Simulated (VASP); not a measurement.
A run of VASP 6.6.1:

INCAR

```
SYSTEM = Rh
PREC     = Accurate       ! precision mode
ENCUT    = 520            ! plane-wave cutoff, eV
EDIFF    = 1E-7           ! SCF threshold, eV
ISMEAR   = 0              ! smearing method
SIGMA    = 0.15           ! smearing width, eV
LREAL    = .FALSE.        ! projectors in reciprocal space
LASPH    = .TRUE.         ! aspherical terms in the spheres
NELM     = 100            ! most SCF steps
ALGO     = Fast           ! electronic algorithm
ISIF     = 2              ! what is computed and relaxed
LWAVE    = .FALSE.        ! write WAVECAR
LCHARG   = .FALSE.        ! write CHGCAR
GGA      = PS             ! functional
NBANDS   = 22             ! bands
```

Contents of KPOINTS:

```
Automatic mesh
0
G
  18 18 12
  0 0 0
```

The input POSCAR:

```
Rh
1.0
    2.7309790422      0.0000000000      0.0000000000
   -1.3654895211      2.3650972278      0.0000000000
    0.0000000000      0.0000000000      4.4284890000
Rh
2
Direct
    0.5885271217      0.3967556731      0.7500000000
    0.3333333333      0.6666666667      0.2500000000
```

Potentials or basis: VASP PAW PBE potentials, release 64 (Rh_pv).

Command:

```bash
$ cat potpaw_PBE.64/Rh_pv/POTCAR > POTCAR
$ mpirun -np 1 vasp_std > vasp.out
```

Hardware: 1 thread of Oxide Virtual Turin-like Processor, on a shared host.

**Question.** How long does it take, and how much memory?

**Answer.** Wall time 15 min on 1 thread of Oxide Virtual Turin-like Processor (shared host), peak memory 0.56 GiB. Counts: scf iterations 16, k points 1148.
